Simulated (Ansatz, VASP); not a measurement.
CsH in VASP and in Ansatz

INCAR

```
ALGO     = Normal         # electronic algorithm
EDIFF    = 1E-6           # SCF threshold, eV
ENCUT    = 520            # plane-wave cutoff, eV
ISIF     = 2              # what is computed and relaxed
ISMEAR   = 0              # smearing method
LASPH    = True           # aspherical terms in the spheres
LCHARG   = False          # write CHGCAR
LREAL    = False          # projectors in reciprocal space
LWAVE    = False          # write WAVECAR
NBANDS   = 12             # bands
NELM     = 80             # most SCF steps
PREC     = Accurate       # precision mode
SIGMA    = 0.01           # smearing width, eV
```

The input KPOINTS:

```
k-points
0
Gamma
  6 6 6
```

File POSCAR:

```
CsH
1.0
    0.0000000000      3.1880000000      3.1880000000
    3.1880000000      0.0000000000      3.1880000000
    3.1880000000      3.1880000000      0.0000000000
Cs H
1 1
Direct
    0.0000000000      0.0000000000      0.0000000000
    0.5000000000      0.5000000000      0.5000000000
```

Input for Ansatz:

```yaml
crystal:
  lattice:
    - [0.0, 3.188, 3.188]
    - [3.188, 0.0, 3.188]
    - [3.188, 3.188, 0.0]
  atoms:
    - { symbol: Cs, position: [0.0, 0.0, 0.0] }
    - { symbol: H, position: [0.5, 0.5, 0.5] }
kpoints:
  mp_grid:
    grid: [6, 6, 6]
hamiltonian:
  xc: lda
  pseudopotentials:
    kind: paw
scf:
  occupations:
    method: fixed
output:
  forces: true
  stress: true
  eigenvalues: true
```

Alike in both runs: task single point; functional LDA; k mesh 6 × 6 × 6; no spin polarisation.

|  | VASP | Ansatz |
| --- | --- | --- |
| version | VASP 6.6.1 | Ansatz 0.2.0 |
| potentials or method | VASP PAW LDA potentials, release 64 (Cs_sv, H) | plane waves, PAW |
| plane-wave cutoff (eV) | 520 | 420 |
| occupations | gaussian, width 0.01 eV | fixed |
| valence electrons in the cell | 10 | 10 |

|  | VASP | Ansatz | Ansatz less VASP |
| --- | --- | --- | --- |
| gap on the k mesh at the Fermi level (eV) | 1.94 | 1.95 | +0.018 |
| pressure (GPa) | -1.2 | -1.3 | -0.02 |

LDA's correlation is that of Perdew and Zunger in VASP and of Perdew and Wang (1992) in Ansatz.

Neither program's run includes spin-orbit coupling.
